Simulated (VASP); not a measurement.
# NaF (Cm) in VASP: further runs, part 2 of 2

VASP 6.6.1. The steps go on from the part before.

### 4 Single point, PBE (volume scaled by 0.88, then relaxed in part)

INCAR reads:

```
ALGO     = Normal         # electronic algorithm
EDIFF    = 1E-6           # SCF threshold, eV
ENCUT    = 520            # plane-wave cutoff, eV
GGA      = PE             # functional
ISIF     = 2              # what is computed and relaxed
ISMEAR   = 0              # smearing method
LASPH    = True           # aspherical terms in the spheres
LCHARG   = False          # write CHGCAR
LREAL    = False          # projectors in reciprocal space
LWAVE    = False          # write WAVECAR
NBANDS   = 30             # bands
NELM     = 100            # most SCF steps
PREC     = Accurate       # precision mode
SIGMA    = 0.02           # smearing width, eV
```

KPOINTS reads:

```
k-points
0
Gamma
  6 6 8
```

POSCAR reads:

```
NaF
1.0
    3.0815413266     -4.6712155881     -0.0000003636
    3.0815413266      4.6712155881     -0.0000003636
   -1.3946735070      0.0000000000      2.5825469260
Na F
3 3
Direct
    0.3024597637      0.9977615631      0.3997731609
    0.6618370286      0.6618370286      0.9120716018
    0.9977615631      0.3024597637      0.3997731609
    0.6958735571      0.0024755463      0.5995533032
    0.3393535412      0.3393535412      0.0891694698
    0.0024755463      0.6958735571      0.5995533032
```

Potentials or basis: VASP PAW PBE potentials, release 64 (Na_pv, F).

Command:

```
cat potpaw_PBE.64/Na_pv/POTCAR potpaw_PBE.64/F/POTCAR > POTCAR
mpirun -np 1 vasp_std > vasp.out
```

OUTCAR:

```text
EDIFF = 1E-6
   ENCUT = 520
   GGA = PE
   ISIF = 2
   ISMEAR = 0
   LASPH = True
   LREAL = False
   NELM = 100
   PREC = Accurate

 ion  position               nearest neighbor table
   1  0.302  0.998  0.400-   4 2.11   6 2.19   6 2.19   5 2.29   5 2.29
   2  0.662  0.662  0.912-   5 2.28   5 2.29   6 2.29   4 2.29   4 2.29   6 2.29
   3  0.998  0.302  0.400-   6 2.11   4 2.19   4 2.19   5 2.29   5 2.29
   4  0.696  0.002  0.600-   1 2.11   3 2.19   3 2.19   2 2.29   2 2.29
[... 1004 lines left out ...]
  -------------------------------------------------------------------------------------
  Total        3.1176946      3.0884440      3.0953934      0.0000000      0.0000000     -0.0004938
  in kB       67.1843403     66.5540082     66.7037626      0.0000000      0.0000000     -0.0106404
  external PRESSURE =      66.8140370 kB  Pullay stress =       0.0000000 kB

 VOLUME and BASIS-vectors are now :
 -----------------------------------------------------------------------------
  energy-cutoff  :      520.00
  volume of cell :       74.35
      direct lattice vectors                 reciprocal lattice vectors
     3.081541327 -4.671215588 -0.000000364     0.162256475 -0.107038519  0.087624664
     3.081541327  4.671215588 -0.000000364     0.162256475  0.107038519  0.087624664
    -1.394673507  0.000000000  2.582546926     0.000000046  0.000000000  0.387214673

 POSITION                                       TOTAL-FORCE (eV/Angst)
 -----------------------------------------------------------------------------------
      3.44913      3.24790      1.03243         0.000616      0.011846      0.001591
      2.80691      0.00000      2.35547         0.000008      0.000000     -0.000240
      3.44913     -3.24790      1.03243         0.000616     -0.011846      0.001591
      1.31581     -3.23901      1.54837         0.000290     -0.012666     -0.001009
      1.96710      0.00000      0.23028        -0.001821      0.000000     -0.000926
      1.31581      3.23901      1.54837         0.000290      0.012666     -0.001009
 -----------------------------------------------------------------------------------
    total drift:                                0.000103      0.000000      0.000412

  FREE ENERGIE OF THE ION-ELECTRON SYSTEM (eV)
  ---------------------------------------------------
  free  energy   TOTEN  =       -24.9664629326 eV

  energy  without entropy=      -24.9664629326  energy(sigma->0) =      -24.96646293
```

OSZICAR:

```text
N       E                     dE             d eps       ncg     rms          rms(c)
DAV:   1     0.549071482145E+03    0.54907E+03   -0.22629E+04  5352   0.181E+03
DAV:   2     0.322348503692E+02   -0.51684E+03   -0.48952E+03  5766   0.522E+02
DAV:   3    -0.262402682742E+02   -0.58475E+02   -0.58014E+02  6222   0.174E+02
DAV:   4    -0.279546419783E+02   -0.17144E+01   -0.17126E+01  6000   0.326E+01
DAV:   5    -0.279904543127E+02   -0.35812E-01   -0.35811E-01  5994   0.469E+00    0.975E+00
DAV:   6    -0.250036652487E+02    0.29868E+01   -0.95288E+00  7594   0.225E+01    0.314E+00
DAV:   7    -0.249625658070E+02    0.41099E-01   -0.17688E-01  6136   0.358E+00    0.192E+00
DAV:   8    -0.249619468214E+02    0.61899E-03   -0.90339E-02  6718   0.462E+00    0.237E-01
DAV:   9    -0.249654963102E+02   -0.35495E-02   -0.18330E-02  6246   0.867E-01    0.115E-01
DAV:  10    -0.249664627125E+02   -0.96640E-03   -0.12963E-03  5534   0.391E-01    0.358E-02
DAV:  11    -0.249664590209E+02    0.36915E-05   -0.87409E-05  6276   0.877E-02    0.874E-03
DAV:  12    -0.249664626613E+02   -0.36404E-05   -0.14774E-05  5386   0.409E-02    0.461E-03
DAV:  13    -0.249664629326E+02   -0.27130E-06   -0.26991E-06  4814   0.223E-02
   1 F= -.24966463E+02 E0= -.24966463E+02  d E =-.203345E-24
```

stdout:

```text
POSCAR found type information on POSCAR NaF
 POSCAR found :  2 types and       6 ions
 scaLAPACK will be used
 LDA part: xc-table for (Slater+PW92), standard interpolation
 POSCAR, INCAR and KPOINTS ok, starting setup
 FFT: planning ... GRIDC
 FFT: planning ... GRID_SOFT
 FFT: planning ... GRID
 WAVECAR not read
 entering main loop
```

It took 3.5 min on 1 thread of Oxide Virtual Turin-like, shared host; peak memory 0.25 GiB.

Results:

```
Free energy            : -24.9665 eV
Pressure               : 6.7 GPa
Largest force          : 0.013 eV/Å
Band gap on the k mesh : 5.95 eV, indirect (least direct gap 5.98 eV)
```

Forces on the atoms (eV/Å):
```
Na   0.001  0.012  0.002
Na   0.000  0.000  0.000
Na   0.001 -0.012  0.002
F    0.000 -0.013 -0.001
F   -0.002  0.000 -0.001
F    0.000  0.013 -0.001
```

### 5 Single point, PBE (volume scaled by 0.91, then relaxed in part)

INCAR, as its differences from that of step 4:

```diff
@@ -7,7 +7,9 @@
 LASPH    = True           # aspherical terms in the spheres
-LCHARG   = False          # write CHGCAR
+LCHARG   = True           # write CHGCAR
+LELF     = True           # ELF
 LREAL    = False          # projectors in reciprocal space
+LVHAR    = True         
 LWAVE    = False          # write WAVECAR
 NBANDS   = 30             # bands
-NELM     = 100            # most SCF steps
+NELM     = 60             # most SCF steps
 PREC     = Accurate       # precision mode
```

KPOINTS is that of step 4.

POSCAR reads:

```
NaF
1.0
    3.1081344403     -4.7403898008     -0.0013417705
    3.1081344403      4.7403898008     -0.0013417705
   -1.4078334628      0.0000000000      2.6097092376
Na F
3 3
Direct
    0.3029231125      0.9971170354      0.3994771457
    0.6627040376      0.6627040376      0.9130815619
    0.9971170354      0.3029231125      0.3994771457
    0.6958623114      0.0028148474      0.5998928283
    0.3383396557      0.3383396557      0.0880724900
    0.0028148474      0.6958623114      0.5998928283
```

Command:

```
cat potpaw_PBE.64/Na_pv/POTCAR potpaw_PBE.64/F/POTCAR > POTCAR
mpirun -np 1 vasp_std > vasp.out
```

Run time: 4.5 min. Hardware: 1 thread of Oxide Virtual Turin-like, shared host; peak memory 0.25 GiB.

It converged, with:

```yaml
Free_energy: -25.0586 eV
Pressure: 4.5 GPa
Largest_force: 0.022 eV/Å
Band_gap_on_the_k_mesh: 5.81 eV, indirect (least direct gap 5.84 eV)
```

Forces in eV/Å, atoms in the order of the input:
```
Na   0.010  0.019  0.007
Na  -0.005  0.000 -0.003
Na   0.010 -0.019  0.007
F   -0.009 -0.014 -0.006
F    0.004  0.000  0.001
F   -0.009  0.014 -0.006
```

Stress tensor (GPa, compression positive):
```
4.64 0.00 0.02
0.00 4.47 0.00
0.02 0.00 4.53
```

Levels at points of the mesh, in eV from the valence-band top:
```tsv
k point	band 18	band 19	band 20	band 21	band 22	band 23	band 24	band 25
(0.00, 0.00, 0.00)	-0.29	-0.26	-0.06	-0.03	5.81	10.79	11.13	12.35
(0.50, 0.00, 0.00)	-0.37	-0.34	-0.07	-0.01	7.94	8.17	10.32	12.06
(0.50, 0.50, 0.00)	-0.42	-0.34	-0.08	0.00	7.89	8.29	10.24	11.70
(0.00, 0.00, 0.50)	-0.68	-0.55	-0.40	-0.25	10.98	11.48	11.50	11.75
(0.50, 0.00, 0.50)	-0.81	-0.60	-0.26	-0.22	10.37	11.00	11.60	12.83
(0.50, 0.50, 0.50)	-0.68	-0.55	-0.40	-0.25	11.00	11.47	11.50	11.75
```

 A k mesh can miss the band edges.

### 6 Single point, PBE (volume scaled by 0.94, then relaxed in part)

INCAR reads:

```
ALGO     = Normal         # electronic algorithm
EDIFF    = 1E-7           # SCF threshold, eV
ENCUT    = 520            # plane-wave cutoff, eV
GGA      = PE             # functional
ISIF     = 2              # what is computed and relaxed
ISMEAR   = 0              # smearing method
LASPH    = T              # aspherical terms in the spheres
LCHARG   = T              # write CHGCAR
LELF     = T              # ELF
LREAL    = F              # projectors in reciprocal space
LVHAR    = T            
LWAVE    = F              # write WAVECAR
NBANDS   = 30             # bands
NELM     = 80             # most SCF steps
PREC     = Accurate       # precision mode
SIGMA    = 0.02           # smearing width, eV
```

KPOINTS is that of step 5.

POSCAR reads:

```
NaF
1.0
    3.1401565271     -4.7979780425     -0.0002727967
    3.1401565271      4.7979780425     -0.0002727967
   -1.4214291202      0.0000000000      2.6357370267
Na F
3 3
Direct
    0.3031274607      0.9969208343      0.3994279659
    0.6628977470      0.6628977470      0.9133137871
    0.9969208343      0.3031274607      0.3994279659
    0.6958297062      0.0029919961      0.6000081151
    0.3379932557      0.3379932557      0.0877080508
    0.0029919961      0.6958297062      0.6000081151
```

Potentials or basis: VASP PAW PBE potentials, release 64 (Na_pv, F).

Command:

```
cat potpaw_PBE.64/Na_pv/POTCAR potpaw_PBE.64/F/POTCAR > POTCAR
mpirun -np 1 vasp_std > vasp.out
```

It took 5.8 min on 1 thread of Oxide Virtual Turin-like, shared host; peak memory 0.28 GiB.

It converged, with:

| Quantity | Value |
| --- | --- |
| Free energy | -25.1197 eV |
| Pressure | 2.7 GPa |
| Largest force | 0.010 eV/Å |
| Band gap on the k mesh | 5.67 eV, indirect (least direct gap 5.69 eV) |

Forces in eV/Å, atoms in the order of the input:
```
Na   0.003  0.009  0.003
Na   0.003  0.000  0.001
Na   0.003 -0.009  0.003
F   -0.003 -0.009 -0.003
F   -0.002  0.000 -0.002
F   -0.003  0.009 -0.003
```

Levels at points of the mesh, in eV from the valence-band top:
```tsv
k point	band 18	band 19	band 20	band 21	band 22	band 23	band 24	band 25
(0.00, 0.00, 0.00)	-0.28	-0.26	-0.05	-0.03	5.67	10.63	10.94	12.12
(0.50, 0.00, 0.00)	-0.37	-0.32	-0.07	-0.01	7.76	7.98	10.14	11.76
(0.50, 0.50, 0.00)	-0.41	-0.33	-0.07	0.00	7.72	8.07	10.06	11.46
(0.00, 0.00, 0.50)	-0.66	-0.52	-0.39	-0.25	10.80	11.29	11.31	11.55
(0.50, 0.00, 0.50)	-0.78	-0.59	-0.25	-0.22	10.19	10.79	11.42	12.63
(0.50, 0.50, 0.50)	-0.66	-0.52	-0.38	-0.25	10.82	11.29	11.29	11.55
```

 A k mesh can miss the band edges.

### 7 Single point, PBE (volume scaled by 0.97, then relaxed in part)

INCAR reads:

```
SYSTEM = NaF
ALGO = Normal ; EDIFF = 1E-6
ENCUT = 520 ; GGA = PE
ISIF = 2 ; ISMEAR = 0
LASPH = .True. ; LCHARG = .False.
LREAL = .False. ; LWAVE = .False.
NBANDS = 30 ; NELM = 80
PREC = Accurate ; SIGMA = 0.02
```

KPOINTS reads:

```
k-points
0
Gamma
  6 6 8
  0 0 0
```

POSCAR reads:

```
NaF
1.0
    3.1665708326     -4.8599749993     -0.0009292310
    3.1665708326      4.8599749993     -0.0009292310
   -1.4339344836      0.0000000000      2.6630575370
Na F
3 3
Direct
    0.3033056651      0.9961565301      0.3989299418
    0.6637205963      0.6637205963      0.9143247470
    0.9961565301      0.3033056651      0.3989299418
    0.6958654644      0.0035190015      0.6004099515
    0.3371937426      0.3371937426      0.0868894662
    0.0035190015      0.6958654644      0.6004099515
```

Potentials or basis: VASP PAW PBE potentials, release 64 (Na_pv, F).

Command:

```
cat potpaw_PBE.64/Na_pv/POTCAR potpaw_PBE.64/F/POTCAR > POTCAR
mpirun -np 1 vasp_std > vasp.out
```

OUTCAR:

```text
SYSTEM = NaF
   EDIFF = 1E-6
   ENCUT = 520
   GGA = PE
   ISIF = 2
   ISMEAR = 0
   LASPH = .True.
   LREAL = .False.
   NELM = 80
   PREC = Accurate

 ion  position               nearest neighbor table
   1  0.303  0.996  0.399-   4 2.18   6 2.25   6 2.26
   2  0.664  0.664  0.914-
   3  0.996  0.303  0.399-   6 2.18   4 2.25   4 2.26
   4  0.696  0.004  0.600-   1 2.18   3 2.25   3 2.26
   5  0.337  0.337  0.087-
   6  0.004  0.696  0.600-   3 2.18   1 2.25   1 2.26
[... 1002 lines left out ...]
  -------------------------------------------------------------------------------------
  Total        0.6536139      0.5949993      0.5925661      0.0000000      0.0000000      0.0044014
  in kB       12.7781125     11.6321996     11.5846324      0.0000000      0.0000000      0.0860481
  external PRESSURE =      11.9983148 kB  Pullay stress =       0.0000000 kB

 VOLUME and BASIS-vectors are now :
 -----------------------------------------------------------------------------
  energy-cutoff  :      520.00
  volume of cell :       81.95
      direct lattice vectors                 reciprocal lattice vectors
     3.166570833 -4.859974999 -0.000929231     0.157924469 -0.102881188  0.085035092
     3.166570833  4.859974999 -0.000929231     0.157924469  0.102881188  0.085035092
    -1.433934484  0.000000000  2.663057537     0.000110210  0.000000000  0.375567565

 POSITION                                       TOTAL-FORCE (eV/Angst)
 -----------------------------------------------------------------------------------
      3.54280      3.36724      1.06117         0.008994      0.014753      0.005185
      2.89235      0.00000      2.43367        -0.004320     -0.000000     -0.003340
      3.54280     -3.36724      1.06117         0.008994     -0.014753      0.005185
      1.35370     -3.36479      1.59828        -0.008503     -0.012148     -0.003858
      2.01090      0.00000      0.23076         0.003337     -0.000000      0.000685
      1.35370      3.36479      1.59828        -0.008503      0.012148     -0.003858
 -----------------------------------------------------------------------------------
    total drift:                                0.000452      0.000000     -0.000830

  FREE ENERGIE OF THE ION-ELECTRON SYSTEM (eV)
  ---------------------------------------------------
  free  energy   TOTEN  =       -25.1540402434 eV

  energy  without entropy=      -25.1540402434  energy(sigma->0) =      -25.15404024
```

OSZICAR:

```text
N       E                     dE             d eps       ncg     rms          rms(c)
DAV:   1     0.541599271960E+03    0.54160E+03   -0.22536E+04  5340   0.175E+03
DAV:   2     0.328009084321E+02   -0.50880E+03   -0.48102E+03  5736   0.508E+02
DAV:   3    -0.263716135104E+02   -0.59173E+02   -0.58686E+02  6200   0.173E+02
DAV:   4    -0.281756225885E+02   -0.18040E+01   -0.18017E+01  6056   0.330E+01
DAV:   5    -0.282137896388E+02   -0.38167E-01   -0.38166E-01  5966   0.480E+00    0.971E+00
DAV:   6    -0.251984410935E+02    0.30153E+01   -0.99491E+00  7534   0.214E+01    0.330E+00
DAV:   7    -0.251495622598E+02    0.48879E-01   -0.16934E-01  6174   0.350E+00    0.194E+00
DAV:   8    -0.251485336394E+02    0.10286E-02   -0.10337E-01  6954   0.513E+00    0.242E-01
DAV:   9    -0.251528835942E+02   -0.43500E-02   -0.18116E-02  6270   0.871E-01    0.118E-01
DAV:  10    -0.251540369443E+02   -0.11534E-02   -0.13343E-03  5468   0.407E-01    0.323E-02
DAV:  11    -0.251540324803E+02    0.44640E-05   -0.83142E-05  6264   0.107E-01    0.961E-03
DAV:  12    -0.251540402570E+02   -0.77767E-05   -0.24427E-05  6178   0.542E-02    0.664E-03
DAV:  13    -0.251540402434E+02    0.13605E-07   -0.42470E-06  6018   0.259E-02
   1 F= -.25154040E+02 E0= -.25154040E+02  d E =-.520844E-42
```

stdout:

```text
POSCAR found type information on POSCAR NaF
 POSCAR found :  2 types and       6 ions
 scaLAPACK will be used
 LDA part: xc-table for (Slater+PW92), standard interpolation
 POSCAR, INCAR and KPOINTS ok, starting setup
 FFT: planning ... GRIDC
 FFT: planning ... GRID_SOFT
 FFT: planning ... GRID
 WAVECAR not read
 entering main loop
```

It took 5.2 min on 1 thread of Oxide Virtual Turin-like, shared host; peak memory 0.28 GiB.

Results:

- Free energy: -25.1540 eV
- Pressure: 1.2 GPa
- Largest force: 0.018 eV/Å
- Band gap on the k mesh: 5.54 eV, indirect (least direct gap 5.57 eV)

Forces on the atoms (eV/Å):
```
Na   0.009  0.015  0.005
Na  -0.004  0.000 -0.003
Na   0.009 -0.015  0.005
F   -0.009 -0.012 -0.004
F    0.003  0.000  0.001
F   -0.009  0.012 -0.004
```

Stress tensor (GPa, compression positive):
```
1.28 0.00 0.01
0.00 1.16 0.00
0.01 0.00 1.16
```

 A k mesh can miss the band edges.

### 8 Overview

| task | cell | k mesh | cutoff (eV) | smearing | gap on the mesh (eV) | pressure (GPa) | largest force (eV/Å) |
| --- | --- | --- | --- | --- | --- | --- | --- |
| relaxation of shape and atoms at fixed volume | relaxed from a = 5.606, b = 5.606, c = 2.932 Å, angles 105.1, 105.1, 113.5°, 6 atoms | 6 × 6 × 8 | 600 | gaussian 0.02 eV | 5.95 | 6.6 | 0.01 |
| single point | a = 5.863, b = 5.863, c = 3.053 Å, angles 105.0, 105.0, 113.9°, 6 atoms | 4 × 4 × 6 | 520 | gaussian 0.1 eV | 5.42 | -0.1 | 0.01 |
| single point | a = 5.596, b = 5.596, c = 2.935 Å, angles 105.2, 105.2, 113.2°, 6 atoms | 6 × 6 × 8 | 520 | gaussian 0.02 eV | 5.95 | 6.7 | 0.01 |
| single point | a = 5.668, b = 5.668, c = 2.965 Å, angles 105.1, 105.1, 113.5°, 6 atoms | 6 × 6 × 8 | 520 | gaussian 0.02 eV | 5.81 | 4.5 | 0.02 |
| single point | a = 5.734, b = 5.734, c = 2.995 Å, angles 105.1, 105.1, 113.6°, 6 atoms | 6 × 6 × 8 | 520 | gaussian 0.02 eV | 5.67 | 2.7 | 0.01 |
| single point | a = 5.801, b = 5.801, c = 3.025 Å, angles 105.0, 105.0, 113.8°, 6 atoms | 6 × 6 × 8 | 520 | gaussian 0.02 eV | 5.54 | 1.2 | 0.02 |

Alike in all rows: level PBE; potentials or basis VASP PAW PBE potentials, release 64 (Na_pv, F); no spin polarisation.

Total energies depend on the potentials used, so only differences within one code and one set of settings carry meaning.
